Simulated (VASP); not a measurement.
# Mo (Fd-3m) in VASP: notebook

Mo is run at these levels: PBE+D3(BJ); tasks: relaxation of cell and atoms.

Everything below comes from runs of VASP 6.6.1. Logs are shortened: lines on timing, memory, paths and dates and some standing lists are left out, and cuts for length are marked.

**1. The cell of the first run**

The structure is cubic, space group Fd-3m (No. 227). The conventional cell has a = 5.450 Å, b = 5.450 Å, c = 5.450 Å, α = 90.00°, β = 90.00°, γ = 90.00°. Within 3.1 Å of Mo (site symmetry -43m) lie 4 Mo at 2.36 Å.

This isn't the form of Mo at room conditions, which is bcc.

**2. Relaxation of cell and atoms, PBE+D3(BJ), target pressure 5 GPa, at which the enthalpy is minimised**

INCAR

```
SYSTEM = Mo
PREC = Accurate ; ENCUT = 500
EDIFF = 1E-7 ; ISMEAR = 0
SIGMA = 0.1 ; LREAL = .FALSE.
LASPH = .TRUE. ; NELM = 120
ALGO = Normal ; ISIF = 3
LWAVE = .FALSE. ; LCHARG = .FALSE.
GGA = PE ; IVDW = 12
IBRION = 2 ; NSW = 80
EDIFFG = -0.01 ; PSTRESS = 50.0
GGA_COMPAT = .FALSE. ; NELMIN = 4
```

KPOINTS

```
regular mesh
0
G
  8 8 8
  0 0 0
```

POSCAR

```
Mo
1.0
    0.0000000000      2.7250000000      2.7250000000
    2.7250000000      0.0000000000      2.7250000000
    2.7250000000      2.7250000000      0.0000000000
Mo
2
Direct
    1.0000000000      1.0000000000      1.0000000000
    0.2500000000      0.2500000000      0.2500000000
```

Potentials or basis: VASP PAW PBE potentials, release 64 (Mo_sv).

On the command line:

```console
$ cat potpaw_PBE.64/Mo_sv/POTCAR > POTCAR
$ mpirun -np 1 vasp_std > vasp.out
```

OUTCAR:

```text
SYSTEM = Mo
   PREC = Accurate
   ENCUT = 500
   EDIFF = 1E-7
   ISMEAR = 0
   LREAL = .FALSE.
   LASPH = .TRUE.
   NELM = 120
   ISIF = 3
   GGA = PE
   IVDW = 12
   IBRION = 2
   NSW = 80
   EDIFFG = -0.01
   PSTRESS = 50.0
   NELMIN = 4
 IVDW          = 12

 ion  position               nearest neighbor table
   1  0.000  0.000  0.000-   2 2.36   2 2.36   2 2.36   2 2.36
   2  0.250  0.250  0.250-   1 2.36   1 2.36   1 2.36   1 2.36

  LATTYP: Found a face centered cubic cell.
 ALAT       =     5.4500000000

  Lattice vectors:

 A1 = (   0.0000000000,   2.7250000000,   2.7250000000)
 A2 = (   2.7250000000,   0.0000000000,   2.7250000000)
 A3 = (   2.7250000000,   2.7250000000,   0.0000000000)

Analysis of symmetry for initial positions (statically):
=====================================================================
 Subroutine PRICEL returns:
 Original cell was already a primitive cell.

 Routine SETGRP: Setting up the symmetry group for a
 face centered cubic supercell.

 Subroutine GETGRP returns: Found 48 space group operations
 (whereof 24 operations were pure point group operations)
 out of a pool of 48 trial point group operations.

The static configuration has the point symmetry T_d .
 The point group associated with its full space group is O_h .

Analysis of symmetry for dynamics (positions and initial velocities):
=====================================================================
 Subroutine PRICEL returns:
 Original cell was already a primitive cell.

 Routine SETGRP: Setting up the symmetry group for a
 face centered cubic supercell.

 Subroutine GETGRP returns: Found 48 space group operations
 (whereof 24 operations were pure point group operations)
 out of a pool of 48 trial point group operations.

The dynamic configuration has the point symmetry T_d .
 The point group associated with its full space group is O_h .

 Subroutine INISYM returns: Found 48 space group operations
 (whereof 24 operations are pure point group operations),
 and found     1 'primitive' translations

----------------------------------------------------------------------------------------

                                     Primitive cell

  volume of cell :      40.4697

  direct lattice vectors                    reciprocal lattice vectors
     0.000000000  2.725000000  2.725000000    -0.183486239  0.183486239  0.183486239
     2.725000000  0.000000000  2.725000000     0.183486239 -0.183486239  0.183486239
     2.725000000  2.725000000  0.000000000     0.183486239  0.183486239 -0.183486239

  length of vectors
     3.853731957  3.853731957  3.853731957     0.317807488  0.317807488  0.317807488

  position of ions in fractional coordinates (direct lattice)
     0.000000000  0.000000000  0.000000000
     0.250000000  0.250000000  0.250000000

  ion indices of the primitive-cell ions
   primitive index   ion index
                 1           1
                 2           2

----------------------------------------------------------------------------------------

 KPOINTS: regular mesh

Automatic generation of k-mesh.
 Grid dimensions read from file:
 generate k-points for:    8    8    8

 Generating k-lattice:

  Cartesian coordinates                     Fractional coordinates (reciprocal lattice)
    -0.022935780  0.022935780  0.022935780     0.125000000  0.000000000  0.000000000
     0.022935780 -0.022935780  0.022935780     0.000000000  0.125000000  0.000000000
     0.022935780  0.022935780 -0.022935780     0.000000000  0.000000000  0.125000000

  Length of vectors
     0.039725936  0.039725936  0.039725936

  Shift w.r.t. Gamma in fractional coordinates (k-lattice)
     0.000000000  0.000000000  0.000000000

 Subroutine IBZKPT returns following result:
 ===========================================

 Found     29 irreducible k-points:

 Following reciprocal coordinates:
            Coordinates               Weight
  0.000000  0.000000  0.000000      1.000000
  0.125000  0.000000  0.000000      8.000000
  0.250000  0.000000  0.000000      8.000000
  0.375000  0.000000  0.000000      8.000000
  0.500000  0.000000  0.000000      4.000000
  0.125000  0.125000  0.000000      6.000000
[... 16 lines left out ...]
  0.500000  0.250000  0.125000     48.000000
 -0.375000  0.250000  0.125000     24.000000
 [... further k-points ...]
   k-points           NKPTS =     29   k-points in BZ     NKDIM =     29   number of bands    NBANDS=     18
   number of dos      NEDOS =    301   number of ions     NIONS =      2
   total plane-waves  NPLWV =  21952
   dimension x,y,z NGX =    28 NGY =   28 NGZ =   28
   dimension x,y,z NGXF=    56 NGYF=   56 NGZF=   56
   ions per type =               2
   NGX,Y,Z   is equivalent  to a cutoff of  12.08, 12.08, 12.08 a.u.
   NGXF,Y,Z  is equivalent  to a cutoff of  24.16, 24.16, 24.16 a.u.
 SYSTEM =  Mo
   PREC   = accura    normal or accurate (medium, high low for compatibility)
   ISTART =      0    job   : 0-new  1-cont  2-samecut
   ICHARG =      2    charge: 1-file 2-atom 10-const
   ISPIN  =      1    spin polarized calculation?
   LNONCOLLINEAR =      F non collinear calculations
   LSORBIT =      F    spin-orbit coupling
   LASPH  =      T    aspherical Exc in radial PAW
   ENCUT  =  500.0 eV  36.75 Ry    6.06 a.u.   7.03  7.03  7.03*2*pi/ulx,y,z
   NELM   =    120;   NELMIN=  4; NELMDL= -5     # of ELM steps
   EDIFF  = 0.1E-06   stopping-criterion for ELM
   LREAL  =      F    real-space projection
   EDIFFG = -.1E-01   stopping-criterion for IOM
   NSW    =     80    number of steps for IOM
   IBRION =      2    ionic relax: 0-MD 1-quasi-New 2-CG
   NFREE  =      1    steps in history (QN), initial steepest desc. (CG)
   ISIF   =      3    stress and relaxation
   ISYM   =      2    0-nonsym 1-usesym 2-fastsym
   POTIM  = 0.5000    time-step for ionic-motion
   TEBEG  =    0.0;   TEEND  =   0.0 temperature during run
   PSTRESS=   50.0 pullay stress
   NELECT =      28.0000    total number of electrons
   NUPDOWN=      -1.0000    fix difference up-down
   EMIN   =  10.00;   EMAX   =-10.00  energy-range for DOS
   EFERMI =   0.00;   METHOD = LEGACY
   ISMEAR =     0;   SIGMA  =   0.10  broadening in eV -4-tet -1-fermi 0-gaus
   EFERMI_NEDOS =   21; number of points for ismear=-14 and -15
   IALGO  =     38    algorithm
   IMIX   =      4    mixing-type and parameters
     AMIX     =   0.40;   BMIX     =  1.00
     AMIX_MAG =   1.60;   BMIX_MAG =  1.00
  volume/ion in A,a.u.               =      20.23       136.55
  Fermi-wavevector in a.u.,A,eV,Ry     =   1.447941  2.736213 28.525083  2.096534
  Thomas-Fermi vector in A             =   2.565839
   LORBIT       =      0    0 simple, 1 ext, 2 COOP (PROOUT), +10 PAW based schemes
   GGA     = PE    functional components
   LHFCALC =     F    Hartree Fock is set to
   AEXX    =    0.0000 exact exchange contribution
   IVDW    =    12    specifies the selected vdW correction
   LEPSILON=     F    determine dielectric tensor
   LRPA    =     F    only Hartree local field effects (RPA)
 conjugate gradient relaxation of ions
 non-spin polarized calculation
 Gauss-broadening in eV      SIGMA  =   0.10
  energy-cutoff  :      500.00
  volume of cell :       40.47
 maximum number of plane-waves:      1036
   NGX = 13   NGY = 13   NGZ = 13

--------------------------------------- Ionic step        1  -------------------------------------------

 number of electron      28.0000008 magnetization

 Free energy of the ion-electron system (eV)
  ---------------------------------------------------
  ext. energy  EPLUGINS =         0.00000000
  ---------------------------------------------------
  free energy    TOTEN  =       -17.12533578 eV

  energy without entropy =      -17.11382505  energy(sigma->0) =      -17.11958042

------------------------ aborting loop because EDIFF is reached ----------------------------------------

 Edisp (eV)   -1.66254

 E8    (eV) :    -0.7914

  FORCE on cell =-STRESS in cart. coord.  units (eV):
  Direction    XX          YY          ZZ          XY          YZ          ZX
  --------------------------------------------------------------------------------------
  -------------------------------------------------------------------------------------
  Total       3.02286     3.02286     3.02286    -0.00000     0.00000     0.00000
  in kB     119.67362   119.67362   119.67362    -0.00000     0.00000     0.00000
  external pressure =       69.67 kB  Pullay stress =       50.00 kB

 VOLUME and BASIS-vectors are now :
 -----------------------------------------------------------------------------
  energy-cutoff  :      500.00
  volume of cell :       40.47
      direct lattice vectors                 reciprocal lattice vectors
     0.000000000  2.725000000  2.725000000    -0.183486239  0.183486239  0.183486239
     2.725000000  0.000000000  2.725000000     0.183486239 -0.183486239  0.183486239
     2.725000000  2.725000000  0.000000000     0.183486239  0.183486239 -0.183486239
[... 92 lines left out ...]
  FREE ENERGIE OF THE ION-ELECTRON SYSTEM (eV)
  ---------------------------------------------------
  free  energy   TOTEN  =       -18.8844001417 eV

  energy  without entropy=      -18.8719773491  energy(sigma->0) =      -18.87818875

  enthalpy is  TOTEN    =       -17.5628984558 eV   P V=        1.3215016859

--------------------------------------- Ionic step        4  -------------------------------------------

 number of electron      27.9999998 magnetization

 Free energy of the ion-electron system (eV)
  ---------------------------------------------------
  ext. energy  EPLUGINS =         0.00000000
  ---------------------------------------------------
  free energy    TOTEN  =       -17.29270493 eV

  energy without entropy =      -17.28033222  energy(sigma->0) =      -17.28651857

 E-fermi :   7.8824     XC(G=0): -11.2705

 val. band max:        7.8658216177   @ k =  -0.2500   0.3750   0.1250
 cond. band min:       7.8944404133   @ k =   0.2500   0.1250   0.0000
 fundamental gap:      0.0286187956
 Fermi energy:         7.8824132606

 k-point     1 :       0.0000    0.0000    0.0000
  band No.  band energies     occupation
      1     -52.6671      2.00000
      2     -51.7638      2.00000
      3     -27.1262      2.00000
      4     -27.1262      2.00000
      5     -27.1262      2.00000
      6     -25.7646      2.00000
[... 10 lines left out ...]
     17       9.2809      0.00000
     18      12.6659      0.00000
[... 463 lines left out ...]
 k-point    24 :      -0.3750    0.2500    0.1250
  band No.  band energies     occupation
      1     -52.3835      2.00000
      2     -52.0647      2.00000
      3     -27.4472      2.00000
      4     -27.3529      2.00000
      5     -26.8344      2.00000
      6     -26.0380      2.00000
[... 10 lines left out ...]
     17      10.2278      0.00000
     18      11.7116      0.00000

 [... further k-points ...]

------------------------ aborting loop because EDIFF is reached ----------------------------------------

 Edisp (eV)   -1.59019

 E8    (eV) :    -0.7574

  FORCE on cell =-STRESS in cart. coord.  units (eV):
  Direction    XX          YY          ZZ          XY          YZ          ZX
  --------------------------------------------------------------------------------------
  -------------------------------------------------------------------------------------
  Total       1.31815     1.31815     1.31815     0.00000     0.00000     0.00000
  in kB      49.93121    49.93121    49.93121     0.00000     0.00000     0.00000
  external pressure =       -0.07 kB  Pullay stress =       50.00 kB

 VOLUME and BASIS-vectors are now :
 -----------------------------------------------------------------------------
  energy-cutoff  :      500.00
  volume of cell :       42.30
      direct lattice vectors                 reciprocal lattice vectors
    -0.000000000  2.765398673  2.765398673    -0.180805757  0.180805757  0.180805757
     2.765398673 -0.000000000  2.765398673     0.180805757 -0.180805757  0.180805757
     2.765398673  2.765398673  0.000000000     0.180805757  0.180805757 -0.180805757

 POSITION                                       TOTAL-FORCE (eV/Angst)
 -----------------------------------------------------------------------------------
      0.00000      0.00000      0.00000        -0.000000     -0.000000      0.000000
      1.38270      1.38270      1.38270         0.000000      0.000000     -0.000000
 -----------------------------------------------------------------------------------
    total drift:                                0.000000      0.000000      0.000000

  FREE ENERGIE OF THE ION-ELECTRON SYSTEM (eV)
  ---------------------------------------------------
  free  energy   TOTEN  =       -18.8828935371 eV

  energy  without entropy=      -18.8705208306  energy(sigma->0) =      -18.87670718

  enthalpy is  TOTEN    =       -17.5629277711 eV   P V=        1.3199657660

 reached required accuracy - stopping structural energy minimisation
```

It took 32 s on 1 thread of Intel Xeon 6975P-C (Granite Rapids), shared host; peak memory 0.17 GiB.

What came out:

- Free energy: -18.8829 eV
- Relaxed volume: 21.15 Å³/atom
- Relaxed cell: a = 3.911 Å, b = 3.911 Å, c = 3.911 Å, α = 60.00°, β = 60.00°, γ = 60.00°
- Space group after relaxing (to 0.1 Å): Fd-3m (No. 227)
- Energy change on relaxing (the run minimises the enthalpy): -47.5 meV/atom
- Ionic steps: 4
- Pressure after relaxing: 5.0 GPa
- Band gap on the k mesh: zero (bands 14 and 15 overlap by 0.36 eV)
- Dispersion energy per atom: -0.795 eV

Step by step:
| step | energy change (eV) | largest force (eV/Å) | pressure (GPa) | volume (Å³) |
| --- | --- | --- | --- | --- |
| 1 | 0.0000 | 0.0000 | 11.97 | 40.47 |
| 2 | -0.0922 | 0.0000 | -4.53 | 45.85 |
| 3 | -0.0965 | 0.0000 | 4.82 | 42.35 |
| 4 | -0.0950 | 0.0000 | 4.99 | 42.30 |

Final structure:
```
Mo
1.0
     0.00000    2.76540    2.76540
     2.76540    0.00000    2.76540
     2.76540    2.76540    0.00000
Mo
2
Direct
  0.00000 0.00000 0.00000
  0.25000 0.25000 0.25000
```

Caveat: the cell is relaxed towards a set pressure, so the run minimises the enthalpy, not the energy.

**3. Relaxation of cell and atoms, PBE+D3(BJ), target pressure 10 GPa, at which the enthalpy is minimised**

INCAR

```
SYSTEM = Mo
PREC = Accurate
ENCUT = 500
EDIFF = 1E-7
ISMEAR = 0
SIGMA = 0.1
LREAL = .FALSE.
LASPH = .TRUE.
NELM = 120
ALGO = Normal
ISIF = 3
LWAVE = .FALSE.
LCHARG = .FALSE.
GGA = PE
IVDW = 12
IBRION = 2
NSW = 80
EDIFFG = -0.01
PSTRESS = 100.0
GGA_COMPAT = .FALSE.
NELMIN = 4
```

KPOINTS is that of step 2.

POSCAR is that of step 2.

Potentials or basis: VASP PAW PBE potentials, release 64 (Mo_sv).

On the command line:

```console
$ cat potpaw_PBE.64/Mo_sv/POTCAR > POTCAR
$ mpirun -np 1 vasp_std > vasp.out
```

Run time: 27 s. Hardware: 1 thread of Intel Xeon 6975P-C (Granite Rapids), shared host; peak memory 0.17 GiB.

It converged, with:

```
Free energy                                                : -18.8204 eV
Relaxed volume                                             : 20.47 Å³/atom
Relaxed cell                                               : a = 3.869 Å, b = 3.869 Å, c = 3.869 Å, α = 60.00°, β = 60.00°, γ = 60.00°
Space group after relaxing (to 0.1 Å)                      : Fd-3m (No. 227)
Energy change on relaxing (the run minimises the enthalpy) : -16.3 meV/atom
Ionic steps                                                : 3
Pressure after relaxing                                    : 10.0 GPa
Band gap on the k mesh                                     : zero (bands 14 and 15 overlap by 0.39 eV)
Dispersion energy per atom                                 : -0.822 eV
```

Step by step:
| step | energy change (eV) | largest force (eV/Å) | pressure (GPa) | volume (Å³) |
| --- | --- | --- | --- | --- |
| 1 | 0.0000 | 0.0000 | 11.97 | 40.47 |
| 2 | -0.0827 | 0.0000 | 6.21 | 41.94 |
| 3 | -0.0325 | 0.0000 | 9.99 | 40.94 |

Final structure:
```
CELL_PARAMETERS angstrom
0.00000 2.73562 2.73562
2.73562 0.00000 2.73562
2.73562 2.73562 0.00000
ATOMIC_POSITIONS crystal
Mo 0.00000 0.00000 0.00000
Mo 0.25000 0.25000 0.25000
```

Levels at points of the mesh, in eV from the Fermi level:
| k point | band 11 | band 12 | band 13 | band 14 | band 15 | band 16 | band 17 | band 18 |
| --- | --- | --- | --- | --- | --- | --- | --- | --- |
| (0.00, 0.00, 0.00) | -2.70 | -1.52 | -1.52 | -1.52 | 1.45 | 1.45 | 1.45 | 4.97 |
| (0.50, 0.00, 0.00) | -2.41 | -2.23 | -1.90 | -1.90 | 0.53 | 2.58 | 2.58 | 4.10 |
| (0.50, 0.50, 0.00) | -1.86 | -1.86 | 0.27 | 0.27 | 0.47 | 0.47 | 4.43 | 4.43 |

Caveat: the cell is relaxed towards a set pressure, so the run minimises the enthalpy, not the energy.

**4. Relaxation of cell and atoms, PBE+D3(BJ), target pressure 20 GPa, at which the enthalpy is minimised**

INCAR

```
SYSTEM = Mo
ALGO = Normal
EDIFF = 1E-7
EDIFFG = -0.01
ENCUT = 500
GGA = PE
GGA_COMPAT = .False.
IBRION = 2
ISIF = 3
ISMEAR = 0
IVDW = 12
LASPH = .True.
LCHARG = .False.
LREAL = .False.
LWAVE = .False.
NELM = 120
NELMIN = 4
NSW = 80
PREC = Accurate
PSTRESS = 200.0
SIGMA = 0.1
```

KPOINTS

```
k-points
0
Gamma
  8 8 8
  0 0 0
```

POSCAR is that of step 3.

On the command line:

```console
$ cat potpaw_PBE.64/Mo_sv/POTCAR > POTCAR
$ mpirun -np 1 vasp_std > vasp.out
```

Wall time 36 s (1 thread of Intel Xeon 6975P-C (Granite Rapids), shared host); peak memory 0.17 GiB.

Results (log left out):

```
Free energy                                                : -18.6217 eV
Relaxed volume                                             : 19.39 Å³/atom
Relaxed cell                                               : a = 3.800 Å, b = 3.800 Å, c = 3.800 Å, α = 60.00°, β = 60.00°, γ = 60.00°
Space group after relaxing (to 0.1 Å)                      : Fd-3m (No. 227)
Energy change on relaxing (the run minimises the enthalpy) : +83.1 meV/atom
Ionic steps                                                : 5
Pressure after relaxing                                    : 20.0 GPa
Band gap on the k mesh                                     : zero (bands 14 and 15 overlap by 0.50 eV)
Dispersion energy per atom                                 : -0.867 eV
```

The path:
```csv
step,energy change (eV),largest force (eV/Å),pressure (GPa),volume (Å³)
1,0.0000,0.0000,11.97,40.47
2,0.9699,0.0000,65.39,34.81
3,0.0892,0.0000,16.55,39.46
4,0.1310,0.0000,18.45,39.08
5,0.1662,0.0000,19.97,38.79
```

Final structure:
```
Mo
1.0
     0.00000    2.68670    2.68670
     2.68670    0.00000    2.68670
     2.68670    2.68670    0.00000
Mo
2
Direct
  0.00000 0.00000 0.00000
  0.25000 0.25000 0.25000
```

Levels at points of the mesh, in eV from the Fermi level:
```tsv
k point	band 10	band 11	band 12	band 13	band 14	band 15	band 16	band 17	band 18
(0.00, 0.00, 0.00)	-2.96	-2.96	-1.60	-1.60	-1.60	1.53	1.53	1.53	5.28
(0.50, 0.00, 0.00)	-2.64	-2.64	-2.25	-2.06	-2.06	0.65	2.74	2.74	4.34
(0.50, 0.50, 0.00)	-3.93	-2.02	-2.02	0.40	0.40	0.45	0.45	4.68	4.68
```

Caveat: the cell is relaxed towards a set pressure, so the run minimises the enthalpy, not the energy.

**5. Summary**

```csv
cell,gap on the mesh (eV),pressure (GPa)
relaxed to 5 GPa,none,5.0
relaxed to 10 GPa,none,10.0
relaxed to 20 GPa,none,20.0
```

Alike in all rows: task relaxation of cell and atoms; level PBE+D3(BJ); potentials or basis VASP PAW PBE potentials, release 64 (Mo_sv); no spin polarisation; k mesh 8 × 8 × 8; cutoff (eV) 500; smearing gaussian 0.1 eV.

Caveats: the cell is relaxed towards a set pressure, so the run minimises the enthalpy, not the energy.

Total energies depend on the potentials used, so only differences within one code and one set of settings carry meaning.
